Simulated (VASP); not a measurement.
FeO:

```
Fe O
1.0
     2.92213    0.00000    0.00000
    -1.46107    2.53064    0.00000
     0.00000    0.00000    2.85185
Fe O
1 1
Direct
  0.00000 0.00000 0.00000
  0.66667 0.33333 0.50000
```

Base run:

```yaml
Program: VASP 6.6.1
Functional: PBE
Potentials_or_basis: VASP PAW PBE potentials, release 64 (Fe, O)
Cutoff: 520 eV
k_mesh: 10 × 10 × 9
Occupations: fermi-dirac, width 0.05 eV
Spin: collinear spin, ferromagnetic start
Starting_moments: "[3.0, 0.0] μB"
```

Its results: band gap on the k mesh zero (filled and empty bands overlap); pressure -13.2 GPa; net moment 4.00 μB per cell; site moments Fe +3.58; O +0.35 μB.

Task: The run is repeated on the same cell with these changes: potentials or basis from VASP PAW PBE potentials, release 64 (Fe, O) to VASP PAW PBE potentials, release 64 (Fe_sv, O); cutoff from 520 eV to 600 eV; further incar settings from ALGO = Normal; EDIFF = 1e-06; NBANDS = 18 to ALGO = Normal; EDIFF = 1e-06; NBANDS = 22; valence electrons from 14 to 22. What comes out?

Result: Band gap on the k mesh zero (filled and empty bands overlap); pressure -15.3 GPa; net moment 4.00 μB per cell; site moments Fe +3.48; O +0.34 μB.

Caveats: a cell with one magnetic atom can't hold antiferromagnetic order, which such compounds often take; semilocal functionals often make such compounds metallic where correlation or magnetic order opens a gap, which also shifts bond lengths.
